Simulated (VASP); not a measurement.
# YBi3P4 (P-43m) in VASP: notebook, part 2 of 2

VASP 6.6.1.

### Step 3. Relaxation of cell and atoms, PBEsol

This run uses another cell than the first one, of 29.34 Å³/atom.

File INCAR:

```
SYSTEM = YBi3P4
PREC = Accurate
ENCUT = 600
EDIFF = 1E-6
ISMEAR = -1
SIGMA = 0.03
LREAL = .False.
LASPH = .True.
NELM = 60
ALGO = Normal
ISIF = 3
LWAVE = .False.
LCHARG = .False.
GGA = PS
IBRION = 2
NSW = 100
EDIFFG = -0.01
```

File KPOINTS:

```
regular mesh
0
Gamma
  4 4 4
  0 0 0
```

File POSCAR:

```
YBi3P4
1.0
    6.1688965900      0.0000000000      0.0000000000
    0.0000000000      6.1688965900      0.0000000000
    0.0000000000      0.0000000000      6.1688965900
Y Bi P
1 3 4
Direct
    0.0000000000      0.0000000000      0.0000000000
    0.0000000000      0.5000000000      0.0000000000
    0.0000000000      0.0000000000      0.5000000000
    0.5000000000      0.0000000000      0.0000000000
    0.7629189000      0.2370811000      0.7629189000
    0.2370811000      0.7629189000      0.7629189000
    0.7629189000      0.7629189000      0.2370811000
    0.2370811000      0.2370811000      0.2370811000
```

Potentials or basis: VASP PAW PBE potentials, release 64 (Y_sv, Bi_d, P).

Started as:

```sh
$ cat potpaw_PBE.64/Y_sv/POTCAR potpaw_PBE.64/Bi_d/POTCAR potpaw_PBE.64/P/POTCAR > POTCAR
$ mpirun -np 1 vasp_std > vasp.out
```

OUTCAR:

```text
SYSTEM = YBi3P4
   PREC = Accurate
   ENCUT = 600
   EDIFF = 1E-6
   ISMEAR = -1
   LREAL = .False.
   LASPH = .True.
   NELM = 60
   ISIF = 3
   GGA = PS
   IBRION = 2
   NSW = 100
   EDIFFG = -0.01

 ion  position               nearest neighbor table
   1  0.000  0.000  0.000-   5 2.53   6 2.53   7 2.53   8 2.53   3 3.08   4 3.08   2 3.08   3 3.08
                             2 3.08   4 3.08
   2  0.000  0.500  0.000-   5 2.63   6 2.63   7 2.63   8 2.63   1 3.08   1 3.08
   3  0.000  0.000  0.500-   5 2.63   6 2.63   7 2.63   8 2.63   1 3.08   1 3.08
   4  0.500  0.000  0.000-   5 2.63   6 2.63   7 2.63   8 2.63   1 3.08   1 3.08
   5  0.763  0.237  0.763-   1 2.53   2 2.63   3 2.63   4 2.63
   6  0.237  0.763  0.763-   1 2.53   2 2.63   3 2.63   4 2.63
   7  0.763  0.763  0.237-   1 2.53   2 2.63   3 2.63   4 2.63
   8  0.237  0.237  0.237-   1 2.53   2 2.63   3 2.63   4 2.63

  LATTYP: Found a simple cubic cell.
 ALAT       =     6.1688965900

  Lattice vectors:

 A1 = (   6.1688965900,   0.0000000000,   0.0000000000)
 A2 = (   0.0000000000,   6.1688965900,   0.0000000000)
 A3 = (   0.0000000000,   0.0000000000,   6.1688965900)

Analysis of symmetry for initial positions (statically):
=====================================================================
 Subroutine PRICEL returns:
 Original cell was already a primitive cell.

 Routine SETGRP: Setting up the symmetry group for a
 simple cubic supercell.

 Subroutine GETGRP returns: Found 24 space group operations
 (whereof 24 operations were pure point group operations)
 out of a pool of 48 trial point group operations.

The static configuration has the point symmetry T_d .

Analysis of symmetry for dynamics (positions and initial velocities):
=====================================================================
 Subroutine PRICEL returns:
 Original cell was already a primitive cell.

 Routine SETGRP: Setting up the symmetry group for a
 simple cubic supercell.

 Subroutine GETGRP returns: Found 24 space group operations
 (whereof 24 operations were pure point group operations)
 out of a pool of 48 trial point group operations.

The dynamic configuration has the point symmetry T_d .

 Subroutine INISYM returns: Found 24 space group operations
 (whereof 24 operations are pure point group operations),
 and found     1 'primitive' translations

----------------------------------------------------------------------------------------

                                     Primitive cell

  volume of cell :     234.7591

  direct lattice vectors                    reciprocal lattice vectors
     6.168896590  0.000000000  0.000000000     0.162103544  0.000000000  0.000000000
     0.000000000  6.168896590  0.000000000     0.000000000  0.162103544  0.000000000
     0.000000000  0.000000000  6.168896590     0.000000000  0.000000000  0.162103544

  length of vectors
     6.168896590  6.168896590  6.168896590     0.162103544  0.162103544  0.162103544

  position of ions in fractional coordinates (direct lattice)
     0.000000000  0.000000000  0.000000000
     0.000000000  0.500000000  0.000000000
     0.000000000  0.000000000  0.500000000
     0.500000000  0.000000000  0.000000000
     0.762918900  0.237081100  0.762918900
     0.237081100  0.762918900  0.762918900
     0.762918900  0.762918900  0.237081100
     0.237081100  0.237081100  0.237081100

  ion indices of the primitive-cell ions
   primitive index   ion index
                 1           1
                 2           2
                 3           3
                 4           4
[... 32 lines left out ...]
            Coordinates               Weight
  0.000000  0.000000  0.000000      1.000000
  0.250000  0.000000  0.000000      6.000000
  0.500000  0.000000  0.000000      3.000000
  0.250000  0.250000  0.000000     12.000000
  0.500000  0.250000  0.000000     12.000000
  0.500000  0.500000  0.000000      3.000000
  0.250000  0.250000  0.250000      8.000000
  0.500000  0.250000  0.250000     12.000000
  0.500000  0.500000  0.250000      6.000000
  0.500000  0.500000  0.500000      1.000000
   k-points           NKPTS =     10   k-points in BZ     NKDIM =     10   number of bands    NBANDS=     45
   number of dos      NEDOS =    301   number of ions     NIONS =      8
   total plane-waves  NPLWV = 125000
   dimension x,y,z NGX =    50 NGY =   50 NGZ =   50
   dimension x,y,z NGXF=   100 NGYF=  100 NGZF=  100
   ions per type =               1   3   4
   NGX,Y,Z   is equivalent  to a cutoff of  13.47, 13.47, 13.47 a.u.
   NGXF,Y,Z  is equivalent  to a cutoff of  26.95, 26.95, 26.95 a.u.
 SYSTEM =  YBi3P4
   PREC   = accura    normal or accurate (medium, high low for compatibility)
   ISTART =      0    job   : 0-new  1-cont  2-samecut
   ICHARG =      2    charge: 1-file 2-atom 10-const
   ISPIN  =      1    spin polarized calculation?
   LNONCOLLINEAR =      F non collinear calculations
   LSORBIT =      F    spin-orbit coupling
   LASPH  =      T    aspherical Exc in radial PAW
   ENCUT  =  600.0 eV  44.10 Ry    6.64 a.u.  12.32 12.32 12.32*2*pi/ulx,y,z
   NELM   =     60;   NELMIN=  2; NELMDL= -5     # of ELM steps
   EDIFF  = 0.1E-05   stopping-criterion for ELM
   LREAL  =      F    real-space projection
   EDIFFG = -.1E-01   stopping-criterion for IOM
   NSW    =    100    number of steps for IOM
   IBRION =      2    ionic relax: 0-MD 1-quasi-New 2-CG
   NFREE  =      1    steps in history (QN), initial steepest desc. (CG)
   ISIF   =      3    stress and relaxation
   ISYM   =      2    0-nonsym 1-usesym 2-fastsym
   POTIM  = 0.5000    time-step for ionic-motion
   TEBEG  =    0.0;   TEEND  =   0.0 temperature during run
   PSTRESS=    0.0 pullay stress
   NELECT =      76.0000    total number of electrons
   NUPDOWN=      -1.0000    fix difference up-down
   EMIN   =  10.00;   EMAX   =-10.00  energy-range for DOS
   EFERMI =   0.00;   METHOD = LEGACY
   ISMEAR =    -1;   SIGMA  =   0.03  broadening in eV -4-tet -1-fermi 0-gaus
   EFERMI_NEDOS =   21; number of points for ismear=-14 and -15
   IALGO  =     38    algorithm
   IMIX   =      4    mixing-type and parameters
     AMIX     =   0.40;   BMIX     =  1.00
     AMIX_MAG =   1.60;   BMIX_MAG =  1.00
  volume/ion in A,a.u.               =      29.34       198.03
  Fermi-wavevector in a.u.,A,eV,Ry     =   1.124101  2.124242 17.192353  1.263602
  Thomas-Fermi vector in A             =   2.260771
   LORBIT       =      0    0 simple, 1 ext, 2 COOP (PROOUT), +10 PAW based schemes
   GGA     = PS    functional components
   LHFCALC =     F    Hartree Fock is set to
   AEXX    =    0.0000 exact exchange contribution
   IVDW    =     0    specifies the selected vdW correction
   LEPSILON=     F    determine dielectric tensor
   LRPA    =     F    only Hartree local field effects (RPA)
 conjugate gradient relaxation of ions
 non-spin polarized calculation
  energy-cutoff  :      600.00
  volume of cell :      234.76
 maximum number of plane-waves:      7856
 NGX is ok and might be reduce to    50
   NGX = 25   NGY = 25   NGZ = 25

--------------------------------------- Ionic step        1  -------------------------------------------

 number of electron      75.9999981 magnetization

 Free energy of the ion-electron system (eV)
  ---------------------------------------------------
  ext. energy  EPLUGINS =         0.00000000
  ---------------------------------------------------
  free energy    TOTEN  =       -38.69563856 eV

  energy without entropy =      -38.68476617  energy(sigma->0) =      -38.69020236

 E-fermi :   4.6977     XC(G=0):  -8.9498

 val. band max:        4.6761259146   @ k =   0.2500   0.2500   0.0000
 cond. band min:       4.7213561794   @ k =   0.5000   0.5000   0.0000
 fundamental gap:      0.0452302648
 Fermi energy:         4.6976975003

 k-point     1 :       0.0000    0.0000    0.0000
  band No.  band energies     occupation
      1     -36.8849      2.00000
      2     -18.5113      2.00000
      3     -18.5113      2.00000
      4     -18.5113      2.00000
      5     -18.4965      2.00000
      6     -18.4892      2.00000
[... 588 lines left out ...]
  FREE ENERGIE OF THE ION-ELECTRON SYSTEM (eV)
  ---------------------------------------------------
  free  energy   TOTEN  =       -40.6500732133 eV

  energy  without entropy=      -40.6323115129  energy(sigma->0) =      -40.64119236

[... ionic steps 4 to 8 ...]

--------------------------------------- Ionic step        9  -------------------------------------------

 number of electron      76.0000030 magnetization

------------------------ aborting loop because EDIFF is reached ----------------------------------------
[... 79 lines left out ...]
--------------------------------------- Ionic step       11  -------------------------------------------

 number of electron      76.0000031 magnetization

 Free energy of the ion-electron system (eV)
  ---------------------------------------------------
  ext. energy  EPLUGINS =         0.00000000
  ---------------------------------------------------
  free energy    TOTEN  =       -40.75413510 eV

  energy without entropy =      -40.73978299  energy(sigma->0) =      -40.74695904

 E-fermi :   2.5176     XC(G=0):  -7.8583

 val. band max:        2.4499989570   @ k =   0.0000   0.0000   0.0000
 cond. band min:       2.5309448997   @ k =   0.2500   0.0000   0.0000
 fundamental gap:      0.0809459427
 Fermi energy:         2.5176003434

 k-point     1 :       0.0000    0.0000    0.0000
  band No.  band energies     occupation
      1     -39.2711      2.00000
      2     -20.3883      2.00000
      3     -20.3883      2.00000
      4     -20.3883      2.00000
      5     -20.3881      2.00000
      6     -20.3844      2.00000
[... 504 lines left out ...]
  FREE ENERGIE OF THE ION-ELECTRON SYSTEM (eV)
  ---------------------------------------------------
  free  energy   TOTEN  =       -40.7541350982 eV

  energy  without entropy=      -40.7397829886  energy(sigma->0) =      -40.74695904

 reached required accuracy - stopping structural energy minimisation
```

Run time: 19 min. Hardware: 1 thread of Intel Xeon Platinum 8488C (Sapphire Rapids), shared host; peak memory 0.46 GiB.

Results:

```yaml
Free_energy: -40.7541 eV
Relaxed_volume: 37.59 Å³/atom
Relaxed_cell: a = 6.700 Å, b = 6.700 Å, c = 6.700 Å, α = 90.00°, β = 90.00°, γ = 90.00°
Space_group_after_relaxing_to_0.1_Å: P-43m (No. 215)
Energy_gained_by_relaxing: 257.3 meV/atom
Ionic_steps: 11
Pressure_after_relaxing: 0.0 GPa
Band_gap_on_the_k_mesh: zero (bands 38 and 39 overlap by 0.50 eV)
```

The path:
| step | energy change (eV) | largest force (eV/Å) | pressure (GPa) | volume (Å³) |
| --- | --- | --- | --- | --- |
| 1 | 0.0000 | 2.2806 | 13.42 | 234.76 |
| 2 | -0.9968 | 1.4872 | -4.85 | 328.60 |
| 3 | -1.9544 | 0.3597 | 0.07 | 283.34 |
| 4 | -1.9551 | 0.3229 | 0.24 | 282.31 |
| 5 | -1.9753 | 0.2967 | 0.21 | 284.44 |
| 6 | -2.0242 | 0.2135 | 0.08 | 290.92 |
| 7 | -2.0559 | 0.0273 | -0.17 | 304.16 |
| 8 | -2.0581 | 0.0375 | -0.10 | 301.02 |
| 9 | -2.0582 | 0.0289 | -0.11 | 301.45 |
| 10 | -2.0566 | 0.0692 | 0.28 | 299.02 |
| 11 | -2.0585 | 0.0003 | 0.02 | 300.74 |

Final structure:
```
Y Bi P
1.0
     6.69980    0.00000    0.00000
     0.00000    6.69980    0.00000
     0.00000    0.00000    6.69980
Y Bi P
1 3 4
Direct
  0.00000 0.00000 0.00000
  0.00000 0.50000 0.00000
  0.00000 0.00000 0.50000
  0.50000 0.00000 0.00000
  0.76777 0.23223 0.76777
  0.23223 0.76777 0.76777
  0.76777 0.76777 0.23223
  0.23223 0.23223 0.23223
```

Caveat: the volume moved by over 15 % at a fixed basis, so the end points are rough; the PAW data sets were made with another functional, which shifts forces and pressure a little; spin-orbit coupling is left out, which moves the levels of the heavy elements.

The gap in the log of VASP goes by the Fermi energy; the results here count the filled bands.